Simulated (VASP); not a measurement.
# Al16C in VASP: single point with PBEsol

Aim: the single point of Al16C with PBEsol.

Everything below comes from runs of VASP 6.6.1. Logs are shortened: lines on timing, memory, paths and dates and some standing lists are left out, and cuts for length are marked.

### Step 1. The cell of the first run

The cell holds a slab with vacuum, 17 atoms: a = 8.100 Å, b = 5.728 Å, c = 17.296 Å, α = 90.00°, β = 90.00°, γ = 90.00°.

### Step 2. Single point, PBEsol

File INCAR:

```
PREC = Accurate
ENCUT = 520
EDIFF = 1E-7
ISMEAR = 0
SIGMA = 0.15
LREAL = Auto
LASPH = T
NELM = 100
ALGO = Normal
ISIF = 2
LWAVE = F
LCHARG = F
GGA = PS
NBANDS = 40
```

File KPOINTS:

```
regular mesh
0
Gamma
  2 3 1
```

File POSCAR:

```
Al16C
1.0
    8.1000000000      0.0000000000      0.0000000000
    0.0000000000      5.7275650000      0.0000000000
    0.0000000000      0.0000000000     17.2956740000
Al C
16 1
Direct
    0.2500000000      0.2500000000      0.0578179000
    0.7500000000      0.2500000000      0.0578179000
    0.2500000000      0.7500000000      0.0578179000
    0.7500000000      0.7500000000      0.0578179000
   -0.0054080220     -0.0009755210      0.1318984864
    0.4995544289      0.0071680017      0.1275389079
   -0.0054273451      0.5008577541      0.1319486855
    0.4994996085      0.4926046235      0.1275098363
    0.2417359356      0.2497585890      0.2156409775
    0.7492762871      0.2497806334      0.2116543467
    0.2479244434      0.7496921027      0.2141780229
    0.7436878386      0.7496224075      0.2167808964
   -0.0022165403     -0.0005748801      0.2898511541
    0.4911339568      0.0308538185      0.2903967213
   -0.0021254401      0.4999976525      0.2898883995
    0.4911076692      0.4682631796      0.2905095046
    0.6049014573      0.7495820769      0.3103075369
```

Potentials or basis: VASP PAW PBE potentials, release 64 (Al, C).

Started as:

```sh
> cat potpaw_PBE.64/Al/POTCAR potpaw_PBE.64/C/POTCAR > POTCAR
> mpirun -np 1 vasp_std > vasp.out
```

OUTCAR:

```text
PREC = Accurate
   ENCUT = 520
   EDIFF = 1E-7
   ISMEAR = 0
   LREAL = Auto
   LASPH = T
   NELM = 100
   ISIF = 2
   GGA = PS

 ion  position               nearest neighbor table
   1  0.250  0.250  0.058-   9 2.73   8 2.73   6 2.73   5 2.83   7 2.83   3 2.86   3 2.86
   2  0.750  0.250  0.058-  10 2.66   8 2.74   6 2.74   7 2.76   5 2.76   4 2.86   4 2.86
   3  0.250  0.750  0.058-  11 2.70   6 2.78   8 2.78   5 2.82   7 2.82   1 2.86   1 2.86
   4  0.750  0.750  0.058-  12 2.75   5 2.76   7 2.76   6 2.78   8 2.78   2 2.86   2 2.86
   5  0.995  0.999  0.132-  13 2.73   4 2.76   2 2.76  10 2.81   3 2.82   1 2.83   7 2.85   9 2.86
                             7 2.87  11 2.88  12 2.89
   6  0.500  0.007  0.128-   1 2.73   2 2.74   3 2.78   8 2.78   4 2.78  14 2.82  10 2.85  12 2.91
                            11 2.93   9 2.93   8 2.95
   7  0.995  0.501  0.132-  15 2.73   4 2.76   2 2.76  10 2.81   3 2.82   1 2.83   5 2.85   9 2.86
                             5 2.87  11 2.87  12 2.88
   8  0.499  0.493  0.128-   1 2.73   2 2.74   3 2.78   6 2.78   4 2.78  16 2.82  10 2.85  12 2.91
                            11 2.93   9 2.94   6 2.95
   9  0.242  0.250  0.216-  16 2.71  14 2.71   1 2.73  15 2.76  13 2.76   5 2.86   7 2.86  11 2.86
                            11 2.86   6 2.93   8 2.94
  10  0.749  0.250  0.212-   2 2.66  16 2.79  14 2.79   5 2.81   7 2.81  13 2.82  15 2.82   6 2.85
                             8 2.85  12 2.86  12 2.87
  11  0.248  0.750  0.214-   3 2.70  15 2.80  13 2.80   9 2.86   9 2.86  14 2.87  16 2.87   7 2.87
                             5 2.88   8 2.93   6 2.93
  12  0.744  0.750  0.217-  17 1.97   4 2.75  13 2.81  15 2.81  10 2.86  10 2.87   7 2.88   5 2.89
                            14 2.90  16 2.90   8 2.91   6 2.91
  13  0.998  0.999  0.290-   5 2.73   9 2.76  11 2.80  12 2.81  10 2.82  15 2.86  15 2.87
  14  0.491  0.031  0.290-  17 1.89  16 2.51   9 2.71  10 2.79   6 2.82  11 2.87  12 2.90  16 3.22

  15  0.998  0.500  0.290-   7 2.73   9 2.76  11 2.80  12 2.81  10 2.82  13 2.86  13 2.87
  16  0.491  0.468  0.291-  17 1.89  14 2.51   9 2.71  10 2.79   8 2.82  11 2.87  12 2.90  14 3.22

  17  0.605  0.750  0.310-  16 1.89  14 1.89  12 1.97

  LATTYP: Found a simple orthorhombic cell.
 ALAT       =     5.7275650000
 B/A-ratio  =     1.4142135445
 C/A-ratio  =     3.0197254854

  Lattice vectors:

 A1 = (   0.0000000000,  -5.7275650000,   0.0000000000)
 A2 = (   8.1000000000,   0.0000000000,   0.0000000000)
 A3 = (   0.0000000000,   0.0000000000,  17.2956740000)

Analysis of symmetry for initial positions (statically):
=====================================================================
 Subroutine PRICEL returns:
 Original cell was already a primitive cell.

 Routine SETGRP: Setting up the symmetry group for a
 simple orthorhombic supercell.

 Subroutine GETGRP returns: Found  1 space group operations
 (whereof  1 operations were pure point group operations)
 out of a pool of  8 trial point group operations.

The static configuration has the point symmetry C_1 .

Analysis of symmetry for dynamics (positions and initial velocities):
=====================================================================
 Subroutine PRICEL returns:
 Original cell was already a primitive cell.

 Routine SETGRP: Setting up the symmetry group for a
 simple orthorhombic supercell.

 Subroutine GETGRP returns: Found  1 space group operations
 (whereof  1 operations were pure point group operations)
 out of a pool of  8 trial point group operations.

The dynamic configuration has the point symmetry C_1 .

 Subroutine INISYM returns: Found  1 space group operations
 (whereof  1 operations are pure point group operations),
 and found     1 'primitive' translations

----------------------------------------------------------------------------------------

                                     Primitive cell

  volume of cell :     802.4030

  direct lattice vectors                    reciprocal lattice vectors
     8.100000000  0.000000000  0.000000000     0.123456790  0.000000000  0.000000000
     0.000000000  5.727565000  0.000000000     0.000000000  0.174594265  0.000000000
     0.000000000  0.000000000 17.295674000     0.000000000  0.000000000  0.057817926

  length of vectors
     8.100000000  5.727565000 17.295674000     0.123456790  0.174594265  0.057817926

  position of ions in fractional coordinates (direct lattice)
     0.250000000  0.250000000  0.057817900
     0.750000000  0.250000000  0.057817900
     0.250000000  0.750000000  0.057817900
     0.750000000  0.750000000  0.057817900
     0.994591978  0.999024479  0.131898486
     0.499554429  0.007168002  0.127538908
[... 9 lines left out ...]
     0.491107669  0.468263180  0.290509505
     0.604901457  0.749582077  0.310307537

  ion indices of the primitive-cell ions
   primitive index   ion index
                 1           1
                 2           2
                 3           3
                 4           4
                 5           5
                 6           6
[... 9 lines left out ...]
                16          16
                17          17

----------------------------------------------------------------------------------------

 KPOINTS: regular mesh

Automatic generation of k-mesh.
 Grid dimensions read from file:
 generate k-points for:    2    3    1

 Generating k-lattice:

  Cartesian coordinates                     Fractional coordinates (reciprocal lattice)
     0.061728395  0.000000000  0.000000000     0.500000000  0.000000000  0.000000000
     0.000000000  0.058198088  0.000000000     0.000000000  0.333333333  0.000000000
     0.000000000  0.000000000  0.057817926     0.000000000  0.000000000  1.000000000

  Length of vectors
     0.061728395  0.058198088  0.057817926

  Shift w.r.t. Gamma in fractional coordinates (k-lattice)
     0.000000000  0.000000000  0.000000000

 Subroutine IBZKPT returns following result:
 ===========================================

 Found      4 irreducible k-points:

 Following reciprocal coordinates:
            Coordinates               Weight
  0.000000  0.000000  0.000000      1.000000
  0.500000  0.000000  0.000000      1.000000
  0.000000  0.333333  0.000000      2.000000
  0.500000  0.333333  0.000000      2.000000
   k-points           NKPTS =      4   k-points in BZ     NKDIM =      4   number of bands    NBANDS=     40
   number of dos      NEDOS =    301   number of ions     NIONS =     17
   total plane-waves  NPLWV = 403200
   dimension x,y,z NGX =    60 NGY =   48 NGZ =  140
   dimension x,y,z NGXF=   120 NGYF=   96 NGZF=  280
   ions per type =              16   1
   NGX,Y,Z   is equivalent  to a cutoff of  12.31, 13.93, 13.46 a.u.
   NGXF,Y,Z  is equivalent  to a cutoff of  24.63, 27.86, 26.91 a.u.
 SYSTEM =  unknown system
   PREC   = accura    normal or accurate (medium, high low for compatibility)
   ISTART =      0    job   : 0-new  1-cont  2-samecut
   ICHARG =      2    charge: 1-file 2-atom 10-const
   ISPIN  =      1    spin polarized calculation?
   LNONCOLLINEAR =      F non collinear calculations
   LSORBIT =      F    spin-orbit coupling
   LASPH  =      T    aspherical Exc in radial PAW
   ENCUT  =  520.0 eV  38.22 Ry    6.18 a.u.  15.06 10.65 32.16*2*pi/ulx,y,z
   NELM   =    100;   NELMIN=  2; NELMDL= -5     # of ELM steps
   EDIFF  = 0.1E-06   stopping-criterion for ELM
   LREAL  =      T    real-space projection
   EDIFFG = 0.1E-05   stopping-criterion for IOM
   NSW    =      0    number of steps for IOM
   IBRION =     -1    ionic relax: 0-MD 1-quasi-New 2-CG
   NFREE  =      0    steps in history (QN), initial steepest desc. (CG)
   ISIF   =      2    stress and relaxation
   ISYM   =      2    0-nonsym 1-usesym 2-fastsym
   POTIM  = 0.5000    time-step for ionic-motion
   TEBEG  =    0.0;   TEEND  =   0.0 temperature during run
   PSTRESS=    0.0 pullay stress
   NELECT =      52.0000    total number of electrons
   NUPDOWN=      -1.0000    fix difference up-down
   EMIN   =  10.00;   EMAX   =-10.00  energy-range for DOS
   EFERMI =   0.00;   METHOD = LEGACY
   ISMEAR =     0;   SIGMA  =   0.15  broadening in eV -4-tet -1-fermi 0-gaus
   EFERMI_NEDOS =   21; number of points for ismear=-14 and -15
   IALGO  =     38    algorithm
   IMIX   =      4    mixing-type and parameters
     AMIX     =   0.40;   BMIX     =  1.00
     AMIX_MAG =   1.60;   BMIX_MAG =  1.00
  volume/ion in A,a.u.               =      47.20       318.52
  Fermi-wavevector in a.u.,A,eV,Ry     =   0.657575  1.242636  5.883220  0.432404
  Thomas-Fermi vector in A             =   1.729125
   LORBIT       =      0    0 simple, 1 ext, 2 COOP (PROOUT), +10 PAW based schemes
   GGA     = PS    functional components
   LHFCALC =     F    Hartree Fock is set to
   AEXX    =    0.0000 exact exchange contribution
   IVDW    =     0    specifies the selected vdW correction
   LEPSILON=     F    determine dielectric tensor
   LRPA    =     F    only Hartree local field effects (RPA)
 non-spin polarized calculation
 Gauss-broadening in eV      SIGMA  =   0.15
  energy-cutoff  :      520.00
  volume of cell :      802.40
 maximum number of plane-waves:     21632
   NGX = 31   NGY = 21   NGZ = 65

 number of electron      51.9999999 magnetization

 Free energy of the ion-electron system (eV)
  ---------------------------------------------------
  ext. energy  EPLUGINS =         0.00000000
  ---------------------------------------------------
  free energy    TOTEN  =       -66.86288008 eV

  energy without entropy =      -66.82597487  energy(sigma->0) =      -66.84442747

 E-fermi :  -0.1119     XC(G=0):  -4.5304

 val. band max:       -0.2368946091   @ k =   0.0000   0.0000   0.0000
 cond. band min:       0.0224182086   @ k =   0.5000   0.3333   0.0000
 fundamental gap:      0.2593128177
 Fermi energy:        -0.1119257174

 k-point     1 :       0.0000    0.0000    0.0000
  band No.  band energies     occupation
      1     -11.4420      2.00000
      2      -9.9720      2.00000
      3      -8.2676      2.00000
      4      -8.1113      2.00000
      5      -7.2699      2.00000
      6      -6.1353      2.00000
[... 30 lines left out ...]
     37       2.1104      0.00000
     38       2.5858      0.00000

 k-point     2 :       0.5000    0.0000    0.0000
  band No.  band energies     occupation
      1     -11.3836      2.00000
      2      -9.8985      2.00000
      3      -9.2482      2.00000
      4      -7.4126      2.00000
      5      -6.6828      2.00000
      6      -5.7395      2.00000
[... 30 lines left out ...]
     37       2.3539      0.00000
     38       2.6822      0.00000

 k-point     3 :       0.0000    0.3333    0.0000
  band No.  band energies     occupation
      1     -11.2725      2.00000
      2      -9.6532      2.00000
      3      -8.3930      2.00000
      4      -7.7784      2.00000
      5      -7.6219      2.00000
      6      -7.1045      2.00000
[... 30 lines left out ...]
     37       2.1718      0.00000
     38       2.4677      0.00000

 k-point     4 :       0.5000    0.3333    0.0000
  band No.  band energies     occupation
      1     -11.2419      2.00000
      2      -9.4033      2.00000
      3      -9.0089      2.00000
      4      -7.9266      2.00000
      5      -7.7406      2.00000
      6      -6.9172      2.00000
[... 30 lines left out ...]
     37       2.5543      0.00000
     38       2.7136      0.00000
 [bands above 38 left out]

------------------------ aborting loop because EDIFF is reached ----------------------------------------

  FORCE on cell =-STRESS in cart. coord.  units (eV):
  Direction    XX          YY          ZZ          XY          YZ          ZX
  --------------------------------------------------------------------------------------
  -------------------------------------------------------------------------------------
  Total        1.3040076     -5.8651827      0.1279832     -0.0011823      0.0197595     -0.0252780
  in kB        2.6037433    -11.7111512      0.2555471     -0.0023608      0.0394542     -0.0504733
  external PRESSURE =      -2.9506203 kB  Pullay stress =       0.0000000 kB

 VOLUME and BASIS-vectors are now :
 -----------------------------------------------------------------------------
  energy-cutoff  :      520.00
  volume of cell :      802.40
      direct lattice vectors                 reciprocal lattice vectors
     8.100000000  0.000000000  0.000000000     0.123456790  0.000000000  0.000000000
     0.000000000  5.727565000  0.000000000     0.000000000  0.174594265  0.000000000
     0.000000000  0.000000000 17.295674000     0.000000000  0.000000000  0.057817926

 POSITION                                       TOTAL-FORCE (eV/Angst)
 -----------------------------------------------------------------------------------
      2.02500      1.43189      1.00000         0.086357     -0.001314     -0.026167
      6.07500      1.43189      1.00000        -0.036127     -0.000100     -0.145071
      2.02500      4.29567      1.00000         0.182869     -0.000726      0.018618
      6.07500      4.29567      1.00000        -0.244339     -0.001436      0.117946
      8.05620      5.72198      2.28127         0.009131     -0.008273      0.003556
      4.04639      0.04106      2.20587        -0.008323     -0.002694      0.001861
[... 9 lines left out ...]
      3.97797      2.68201      5.02456        -0.011894     -0.009715      0.000101
      4.89970      4.29328      5.36698         0.003947     -0.002103      0.028482
 -----------------------------------------------------------------------------------
    total drift:                                0.008862     -0.003184     -0.008507

  FREE ENERGIE OF THE ION-ELECTRON SYSTEM (eV)
  ---------------------------------------------------
  free  energy   TOTEN  =       -66.8628800773 eV

  energy  without entropy=      -66.8259748657  energy(sigma->0) =      -66.84442747
```

Run time: 11 min. Hardware: 1 thread of AMD EPYC 7R13, shared host; peak memory 0.73 GiB.

What came out:

| Item | Value |
| --- | --- |
| Free energy | -66.8629 eV |
| Largest force | 0.271 eV/Å |
| Band gap on the k mesh | zero (bands 26 and 27 overlap by 0.39 eV) |

Forces in eV/Å, atoms in the order of the input:
```
Al   0.086 -0.001 -0.026
Al  -0.036  0.000 -0.145
Al   0.183 -0.001  0.019
Al  -0.244 -0.001  0.118
Al   0.009 -0.008  0.004
Al  -0.008 -0.003  0.002
Al   0.010  0.008  0.001
Al  -0.007  0.003  0.006
Al  -0.002 -0.001 -0.001
Al   0.014 -0.002  0.003
Al  -0.003  0.002 -0.009
Al   0.030  0.003 -0.009
Al  -0.005  0.000  0.003
Al  -0.012  0.012  0.004
Al  -0.008  0.001  0.002
Al  -0.012 -0.010  0.000
C    0.004 -0.002  0.028
```

Caveat: the k points lie up to 0.39 Å⁻¹ apart; the PAW data sets were made with another functional, which shifts forces and pressure a little.
